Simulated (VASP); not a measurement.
# K2Sm (Pn-3m) in VASP: notebook

Runs on K2Sm. Level: PBE. Tasks: relaxation of cell and atoms.

Program: VASP 6.6.1. These are calculated values, not measurements. Logs are shortened: lines on timing, memory, paths and dates and some standing lists are left out, and cuts for length are marked.

**1. The cell of the first run**

Symmetry: Pn-3m, No. 224, cubic system. Conventional cell: a = 8.744 Å, b = 8.744 Å, c = 8.744 Å, α = 90.00°, β = 90.00°, γ = 90.00°. K (site symmetry -3m) has 2 Sm at 3.79 Å within 5.0 Å. Within 5.0 Å of Sm (site symmetry -43m) lie 4 K at 3.79 Å.

The cell was generated, and may not be a known phase.

**2. Relaxation of cell and atoms, PBE**

Input file INCAR:

```
SYSTEM = K2Sm
ALGO     = Normal         ! electronic algorithm
EDIFF    = 1E-7           ! SCF threshold, eV
EDIFFG   = -0.01          ! ionic threshold
ENCUT    = 500            ! plane-wave cutoff, eV
GGA      = PE             ! functional
GGA_COMPAT= .False.      
IBRION   = 2              ! ionic algorithm
ISIF     = 3              ! what is computed and relaxed
ISMEAR   = 0              ! smearing method
LASPH    = .True.         ! aspherical terms in the spheres
LCHARG   = .False.        ! write CHGCAR
LMAXMIX  = 6              ! l up to which the mixer works
LREAL    = .False.        ! projectors in reciprocal space
LWAVE    = .False.        ! write WAVECAR
NELM     = 200            ! most SCF steps
NELMIN   = 4            
NSW      = 100            ! ionic steps
PREC     = Accurate       ! precision mode
SIGMA    = 0.1            ! smearing width, eV
```

Input file KPOINTS:

```
k-points
0
Gamma
  4 4 4
  0 0 0
```

Input file POSCAR:

```
K2Sm
1.0
    8.7442949913      0.0000000000      0.0000000000
    0.0000000000      8.7442949913      0.0000000000
    0.0000000000      0.0000000000      8.7442949913
K Sm
4 2
Direct
    0.2500000000      0.7500000000      0.2500000000
    0.7500000000      0.2500000000      0.2500000000
    0.2500000000      0.2500000000      0.7500000000
    0.7500000000      0.7500000000      0.7500000000
    0.0000000000      0.0000000000      0.0000000000
    0.5000000000      0.5000000000      0.5000000000
```

Potentials or basis: VASP PAW PBE potentials, release 64 (K_sv, Sm_3), 4f in core.

On the command line:

```
cat potpaw_PBE.64/K_sv/POTCAR potpaw_PBE.64/Sm_3/POTCAR > POTCAR
mpirun -np 1 vasp_std > vasp.out
```

OUTCAR:

```text
SYSTEM = K2Sm
   EDIFF = 1E-7
   EDIFFG = -0.01
   ENCUT = 500
   GGA = PE
   IBRION = 2
   ISIF = 3
   ISMEAR = 0
   LASPH = .True.
   LREAL = .False.
   NELM = 200
   NELMIN = 4
   NSW = 100
   PREC = Accurate

 ion  position               nearest neighbor table
   1  0.250  0.750  0.250-   5 3.79   6 3.79
   2  0.750  0.250  0.250-   5 3.79   6 3.79
   3  0.250  0.250  0.750-   5 3.79   6 3.79
   4  0.750  0.750  0.750-   5 3.79   6 3.79
   5  0.000  0.000  0.000-   1 3.79   2 3.79   3 3.79   4 3.79
   6  0.500  0.500  0.500-   1 3.79   2 3.79   3 3.79   4 3.79

  LATTYP: Found a simple cubic cell.
 ALAT       =     8.7442949913

  Lattice vectors:

 A1 = (   8.7442949913,   0.0000000000,   0.0000000000)
 A2 = (   0.0000000000,   8.7442949913,   0.0000000000)
 A3 = (   0.0000000000,   0.0000000000,   8.7442949913)

Analysis of symmetry for initial positions (statically):
=====================================================================
 Subroutine PRICEL returns:
 Original cell was already a primitive cell.

 Routine SETGRP: Setting up the symmetry group for a
 simple cubic supercell.

 Subroutine GETGRP returns: Found 48 space group operations
 (whereof 24 operations were pure point group operations)
 out of a pool of 48 trial point group operations.

The static configuration has the point symmetry T_d .
 The point group associated with its full space group is O_h .

Analysis of symmetry for dynamics (positions and initial velocities):
=====================================================================
 Subroutine PRICEL returns:
 Original cell was already a primitive cell.

 Routine SETGRP: Setting up the symmetry group for a
 simple cubic supercell.

 Subroutine GETGRP returns: Found 48 space group operations
 (whereof 24 operations were pure point group operations)
 out of a pool of 48 trial point group operations.

The dynamic configuration has the point symmetry T_d .
 The point group associated with its full space group is O_h .

 Subroutine INISYM returns: Found 48 space group operations
 (whereof 24 operations are pure point group operations),
 and found     1 'primitive' translations

----------------------------------------------------------------------------------------

                                     Primitive cell

  volume of cell :     668.6124

  direct lattice vectors                    reciprocal lattice vectors
     8.744294991  0.000000000  0.000000000     0.114360277  0.000000000  0.000000000
     0.000000000  8.744294991  0.000000000     0.000000000  0.114360277  0.000000000
     0.000000000  0.000000000  8.744294991     0.000000000  0.000000000  0.114360277

  length of vectors
     8.744294991  8.744294991  8.744294991     0.114360277  0.114360277  0.114360277

  position of ions in fractional coordinates (direct lattice)
     0.250000000  0.750000000  0.250000000
     0.750000000  0.250000000  0.250000000
     0.250000000  0.250000000  0.750000000
     0.750000000  0.750000000  0.750000000
     0.000000000  0.000000000  0.000000000
     0.500000000  0.500000000  0.500000000

  ion indices of the primitive-cell ions
   primitive index   ion index
                 1           1
                 2           2
                 3           3
                 4           4
                 5           5
                 6           6

----------------------------------------------------------------------------------------

 KPOINTS: k-points

Automatic generation of k-mesh.
 Grid dimensions read from file:
 generate k-points for:    4    4    4

 Generating k-lattice:

  Cartesian coordinates                     Fractional coordinates (reciprocal lattice)
     0.028590069  0.000000000  0.000000000     0.250000000  0.000000000  0.000000000
     0.000000000  0.028590069  0.000000000     0.000000000  0.250000000  0.000000000
     0.000000000  0.000000000  0.028590069     0.000000000  0.000000000  0.250000000

  Length of vectors
     0.028590069  0.028590069  0.028590069

  Shift w.r.t. Gamma in fractional coordinates (k-lattice)
     0.000000000  0.000000000  0.000000000

 Subroutine IBZKPT returns following result:
 ===========================================

 Found     10 irreducible k-points:

 Following reciprocal coordinates:
            Coordinates               Weight
  0.000000  0.000000  0.000000      1.000000
  0.250000  0.000000  0.000000      6.000000
  0.500000  0.000000  0.000000      3.000000
  0.250000  0.250000  0.000000     12.000000
  0.500000  0.250000  0.000000     12.000000
  0.500000  0.500000  0.000000      3.000000
  0.250000  0.250000  0.250000      8.000000
  0.500000  0.250000  0.250000     12.000000
  0.500000  0.500000  0.250000      6.000000
  0.500000  0.500000  0.500000      1.000000
   k-points           NKPTS =     10   k-points in BZ     NKDIM =     10   number of bands    NBANDS=     34
   number of dos      NEDOS =    301   number of ions     NIONS =      6
   total plane-waves  NPLWV = 262144
   dimension x,y,z NGX =    64 NGY =   64 NGZ =   64
   dimension x,y,z NGXF=   128 NGYF=  128 NGZF=  128
   ions per type =               4   2
   NGX,Y,Z   is equivalent  to a cutoff of  12.17, 12.17, 12.17 a.u.
   NGXF,Y,Z  is equivalent  to a cutoff of  24.34, 24.34, 24.34 a.u.
 SYSTEM =  K2Sm
   PREC   = accura    normal or accurate (medium, high low for compatibility)
   ISTART =      0    job   : 0-new  1-cont  2-samecut
   ICHARG =      2    charge: 1-file 2-atom 10-const
   ISPIN  =      1    spin polarized calculation?
   LNONCOLLINEAR =      F non collinear calculations
   LSORBIT =      F    spin-orbit coupling
   LASPH  =      T    aspherical Exc in radial PAW
   ENCUT  =  500.0 eV  36.75 Ry    6.06 a.u.  15.94 15.94 15.94*2*pi/ulx,y,z
   NELM   =    200;   NELMIN=  4; NELMDL= -5     # of ELM steps
   EDIFF  = 0.1E-06   stopping-criterion for ELM
   LREAL  =      F    real-space projection
   EDIFFG = -.1E-01   stopping-criterion for IOM
   NSW    =    100    number of steps for IOM
   IBRION =      2    ionic relax: 0-MD 1-quasi-New 2-CG
   NFREE  =      1    steps in history (QN), initial steepest desc. (CG)
   ISIF   =      3    stress and relaxation
   ISYM   =      2    0-nonsym 1-usesym 2-fastsym
   POTIM  = 0.5000    time-step for ionic-motion
   TEBEG  =    0.0;   TEEND  =   0.0 temperature during run
   PSTRESS=    0.0 pullay stress
   NELECT =      58.0000    total number of electrons
   NUPDOWN=      -1.0000    fix difference up-down
   EMIN   =  10.00;   EMAX   =-10.00  energy-range for DOS
   EFERMI =   0.00;   METHOD = LEGACY
   ISMEAR =     0;   SIGMA  =   0.10  broadening in eV -4-tet -1-fermi 0-gaus
   EFERMI_NEDOS =   21; number of points for ismear=-14 and -15
   IALGO  =     38    algorithm
   IMIX   =      4    mixing-type and parameters
     AMIX     =   0.40;   BMIX     =  1.00
     AMIX_MAG =   1.60;   BMIX_MAG =  1.00
  volume/ion in A,a.u.               =     111.44       752.00
  Fermi-wavevector in a.u.,A,eV,Ry     =   0.724702  1.369488  7.145681  0.525193
  Thomas-Fermi vector in A             =   1.815238
   LORBIT       =      0    0 simple, 1 ext, 2 COOP (PROOUT), +10 PAW based schemes
   GGA     = PE    functional components
   LHFCALC =     F    Hartree Fock is set to
   AEXX    =    0.0000 exact exchange contribution
   IVDW    =     0    specifies the selected vdW correction
   LEPSILON=     F    determine dielectric tensor
   LRPA    =     F    only Hartree local field effects (RPA)
 conjugate gradient relaxation of ions
 non-spin polarized calculation
 Gauss-broadening in eV      SIGMA  =   0.10
  energy-cutoff  :      500.00
  volume of cell :      668.61
 maximum number of plane-waves:     17071
 NGX is ok and might be reduce to    64
   NGX = 31   NGY = 31   NGZ = 31

--------------------------------------- Ionic step        1  -------------------------------------------

 number of electron      58.0000005 magnetization

 Free energy of the ion-electron system (eV)
  ---------------------------------------------------
  ext. energy  EPLUGINS =         0.00000000
  ---------------------------------------------------
  free energy    TOTEN  =        -5.06604827 eV

  energy without entropy =       -4.91001946  energy(sigma->0) =       -4.98803387

------------------------ aborting loop because EDIFF is reached ----------------------------------------

  FORCE on cell =-STRESS in cart. coord.  units (eV):
  Direction    XX          YY          ZZ          XY          YZ          ZX
  --------------------------------------------------------------------------------------
  -------------------------------------------------------------------------------------
  Total        0.7415402      0.7415402      0.7415402      0.0000000     -0.0000000      0.0000000
  in kB        1.7769323      1.7769323      1.7769323      0.0000000     -0.0000000      0.0000000
  external PRESSURE =       1.7769323 kB  Pullay stress =       0.0000000 kB
[... 145 lines left out ...]
  energy  without entropy=       -4.9855795544  energy(sigma->0) =       -5.04798111

--------------------------------------- Ionic step        5  -------------------------------------------

 number of electron      57.9999993 magnetization

 Free energy of the ion-electron system (eV)
  ---------------------------------------------------
  ext. energy  EPLUGINS =         0.00000000
  ---------------------------------------------------
  free energy    TOTEN  =        -5.11511412 eV

  energy without entropy =       -4.98261155  energy(sigma->0) =       -5.04886284

 E-fermi :  -0.9258     XC(G=0):  -4.5106

 val. band max:       -0.9282132340   @ k =   0.2500   0.2500   0.0000
 cond. band min:      -0.9176741393   @ k =   0.2500   0.2500   0.2500
 fundamental gap:      0.0105390947
 Fermi energy:        -0.9257537581

 k-point     1 :       0.0000    0.0000    0.0000
  band No.  band energies     occupation
      1     -44.1390      2.00000
      2     -44.1390      2.00000
      3     -33.0686      2.00000
      4     -33.0686      2.00000
      5     -33.0686      2.00000
      6     -33.0685      2.00000
[... 392 lines left out ...]
  FREE ENERGIE OF THE ION-ELECTRON SYSTEM (eV)
  ---------------------------------------------------
  free  energy   TOTEN  =        -5.1151141206 eV

  energy  without entropy=       -4.9826115507  energy(sigma->0) =       -5.04886284

 reached required accuracy - stopping structural energy minimisation
```

Run time: 20 min. Hardware: 1 thread of AMD EPYC 9R45 (Zen 5), shared host; peak memory 0.71 GiB.

What came out:

```
Free energy                           : -5.1151 eV
Relaxed volume                        : 127.26 Å³/atom
Relaxed cell                          : a = 9.140 Å, b = 9.140 Å, c = 9.140 Å, α = 90.00°, β = 90.00°, γ = 90.00°
Space group after relaxing (to 0.1 Å) : Pn-3m (No. 224)
Energy gained by relaxing             : 8.2 meV/atom
Ionic steps                           : 5
Pressure after relaxing               : 0.0 GPa
Band gap on the k mesh                : zero (bands 29 and 30 overlap by 0.10 eV)
```

The path:
| step | energy change (eV) | largest force (eV/Å) | pressure (GPa) | volume (Å³) |
| --- | --- | --- | --- | --- |
| 1 | 0.0000 | 0.0000 | 0.18 | 668.61 |
| 2 | -0.0123 | 0.0000 | 0.15 | 680.64 |
| 3 | -0.0385 | 0.0000 | 0.08 | 717.60 |
| 4 | -0.0443 | 0.0000 | -0.05 | 795.48 |
| 5 | -0.0491 | 0.0000 | 0.00 | 763.59 |

Final structure:
```cif
data_structure
_symmetry_space_group_name_H-M 'P 1'
_symmetry_Int_Tables_number 1
_cell_length_a 9.1401
_cell_length_b 9.1401
_cell_length_c 9.1401
_cell_angle_alpha 90.000
_cell_angle_beta 90.000
_cell_angle_gamma 90.000
_cell_volume 763.59
loop_
_atom_site_label
_atom_site_type_symbol
_atom_site_fract_x
_atom_site_fract_y
_atom_site_fract_z
_atom_site_occupancy
K1 K 0.25000 0.75000 0.25000 1
K2 K 0.75000 0.25000 0.25000 1
K3 K 0.25000 0.25000 0.75000 1
K4 K 0.75000 0.75000 0.75000 1
Sm1 Sm 0.00000 0.00000 0.00000 1
Sm2 Sm 0.50000 0.50000 0.50000 1
```

Levels at points of the mesh, in eV from the Fermi level:
```csv
k point,band 27,band 28,band 29,band 30,band 31,band 32
"(0.00, 0.00, 0.00)",-0.08,-0.08,-0.08,-0.01,-0.01,0.18
"(0.50, 0.00, 0.00)",-0.11,-0.11,0.09,0.09,0.09,0.09
"(0.50, 0.50, 0.00)",-0.39,-0.39,0.04,0.04,0.09,0.09
"(0.50, 0.50, 0.50)",-0.35,-0.35,-0.35,0.05,0.05,0.05
```

Caveat: the highest band is partly filled, so the run has too few bands; spin-orbit coupling is left out, which moves the levels of the heavy elements; the 4f electrons are frozen in the core, so they carry no moment and show no levels. Spin polarisation is off, so any magnetic state and its effect on volume and gap are missing.

**3. Relaxation of cell and atoms, PBE**

This run uses another cell than the first one, of 126.40 Å³/atom.

Input file INCAR:

```
ALGO     = Normal         # electronic algorithm
EDIFF    = 1E-7           # SCF threshold, eV
EDIFFG   = -0.01          # ionic threshold
ENCUT    = 500            # plane-wave cutoff, eV
GGA      = PE             # functional
GGA_COMPAT= F            
IBRION   = 2              # ionic algorithm
ISIF     = 3              # what is computed and relaxed
ISMEAR   = 0              # smearing method
LASPH    = T              # aspherical terms in the spheres
LCHARG   = F              # write CHGCAR
LMAXMIX  = 6              # l up to which the mixer works
LREAL    = F              # projectors in reciprocal space
LWAVE    = F              # write WAVECAR
NELM     = 200            # most SCF steps
NELMIN   = 4            
NSW      = 100            # ionic steps
PREC     = Accurate       # precision mode
SIGMA    = 0.1            # smearing width, eV
```

Input file KPOINTS:

```
k-points
0
Gamma
  4 4 4
```

POSCAR, as its differences from that of step 2:

```diff
@@ -2,5 +2,5 @@
 1.0
-    8.7442949913      0.0000000000      0.0000000000
-    0.0000000000      8.7442949913      0.0000000000
-    0.0000000000      0.0000000000      8.7442949913
+    9.1194121573      0.0000000000      0.0000000000
+    0.0000000000      9.1194121573      0.0000000000
+    0.0000000000      0.0000000000      9.1194121573
 K Sm
```

Potentials or basis: VASP PAW PBE potentials, release 64 (K_sv, Sm_3), 4f in core.

On the command line:

```
cat potpaw_PBE.64/K_sv/POTCAR potpaw_PBE.64/Sm_3/POTCAR > POTCAR
mpirun -np 1 vasp_std > vasp.out
```

It took 25 min on 1 thread of AMD EPYC 9R45 (Zen 5), shared host; peak memory 0.75 GiB.

Results (log left out):

```yaml
Free_energy: -5.1179 eV
Pressure_after_relaxing: 0.0 GPa
Band_gap_on_the_k_mesh: zero (bands 29 and 30 overlap by 0.10 eV)
```

Final structure:
```
CELL_PARAMETERS angstrom
9.11941 0.00000 0.00000
0.00000 9.11941 0.00000
0.00000 0.00000 9.11941
ATOMIC_POSITIONS crystal
K 0.25000 0.75000 0.25000
K 0.75000 0.25000 0.25000
K 0.25000 0.25000 0.75000
K 0.75000 0.75000 0.75000
Sm 0.00000 0.00000 0.00000
Sm 0.50000 0.50000 0.50000
```

Levels at points of the mesh, in eV from the Fermi level:
| k point | band 26 | band 27 | band 28 | band 29 | band 30 | band 31 | band 32 | band 33 |
| --- | --- | --- | --- | --- | --- | --- | --- | --- |
| (0.00, 0.00, 0.00) | -1.22 | -0.08 | -0.08 | -0.08 | -0.01 | -0.01 | 0.18 | 0.18 |
| (0.50, 0.00, 0.00) | -1.71 | -0.11 | -0.11 | 0.09 | 0.09 | 0.10 | 0.10 | 0.17 |
| (0.50, 0.50, 0.00) | -1.61 | -0.39 | -0.39 | 0.04 | 0.04 | 0.09 | 0.09 | 0.20 |
| (0.50, 0.50, 0.50) | -1.37 | -0.35 | -0.35 | -0.35 | 0.05 | 0.05 | 0.05 | 0.21 |

Caveat: the relaxation stopped at its first step, so nothing moved; spin-orbit coupling is left out, which moves the levels of the heavy elements; the 4f electrons are frozen in the core, so they carry no moment and show no levels. Spin polarisation is off, so any magnetic state and its effect on volume and gap are missing.
